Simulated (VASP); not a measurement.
Input of a VASP 6.6.1 run:

Contents of POSCAR:

```
Ni
1.0
    0.0000000000      1.7380692641      1.7380692641
    1.7380692641      0.0000000000      1.7380692641
    1.7380692641      1.7380692641      0.0000000000
Ni
1
Direct
    0.0000000000      0.0000000000      0.0000000000
```

The input INCAR.step1:

```
PREC = Accurate
ENCUT = 520
ISMEAR = 1
SIGMA = 0.2
LREAL = False
LASPH = True
NELM = 150
ISPIN = 2
MAGMOM = 0.807
LMAXMIX = 4
NBANDS = 15
GGA = PE
ALGO = Normal
EDIFF = 1E-4
LWAVE = True
LCHARG = False
```

The input INCAR.step2:

```
PREC = Accurate
ENCUT = 520
EDIFF = 1E-7
ISMEAR = 1
SIGMA = 0.2
LREAL = False
LASPH = True
NELM = 150
ALGO = Normal
ISIF = 2
LWAVE = False
LCHARG = False
ISPIN = 2
MAGMOM = 0.807
LORBIT = 11
LMAXMIX = 4
METAGGA = R2SCAN
LMIXTAU = True
NBANDS = 15
ISTART = 1
```

The input KPOINTS:

```
regular mesh
0
Gamma
  15 15 15
```

Potentials or basis: VASP PAW PBE potentials, release 64 (Ni).

Run with:

```sh
$ cat potpaw_PBE.64/Ni/POTCAR > POTCAR
$ cp INCAR.step1 INCAR
$ mpirun -np 1 vasp_std > vasp.out
$ cp INCAR.step2 INCAR
$ mpirun -np 1 vasp_std > vasp.out
```

(1) Predict the site moments.

(2) Estimate the pressure.

Answers

(1) Ni +0.71 μB.

(2) 0.2 GPa.

Caveat: the PAW data sets were made with another functional, which shifts forces and pressure a little.
